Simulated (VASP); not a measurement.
KF, 2 atoms in the cell. It takes space group Pm-3m (No. 221, cubic). The conventional cell has a = 3.323 Å, b = 3.323 Å, c = 3.323 Å, α = 90.00°, β = 90.00°, γ = 90.00°. Within 3.8 Å of K (site symmetry m-3m) lie 8 F at 2.88 Å and 6 K at 3.32 Å. Within 3.8 Å of F (site symmetry m-3m) lie 8 K at 2.88 Å and 6 F at 3.32 Å.  This cell differs from its parent crystal: volume changed by +6%.

- Program: VASP 6.6.1
- Task: single point
- Functional: PBE
- Potentials or basis: VASP PAW PBE potentials, release 64 (K_sv, F)
- Cutoff: 520 eV
- k mesh: 6 × 6 × 6
- Occupations: gaussian, width 0.01 eV
- Spin: no spin polarisation
- Dipole correction: no
- Further INCAR settings: ALGO = Normal; EDIFF = 1e-06; NBANDS = 15

Potentials or basis: VASP PAW PBE potentials, release 64 (K_sv, F).

Command:

```console
$ cat potpaw_PBE.64/K_sv/POTCAR potpaw_PBE.64/F/POTCAR > POTCAR
$ mpirun -np 1 vasp_std > vasp.out
```

Hardware: 1 thread of Intel Xeon 6975P-C (shared host).

**Question.** Estimate the wall time of this run.

**Answer.** Wall time 7.3 s on 1 thread of Intel Xeon 6975P-C, with other jobs on the host, peak memory 0.16 GiB. Counts: scf iterations 13, k points 20.
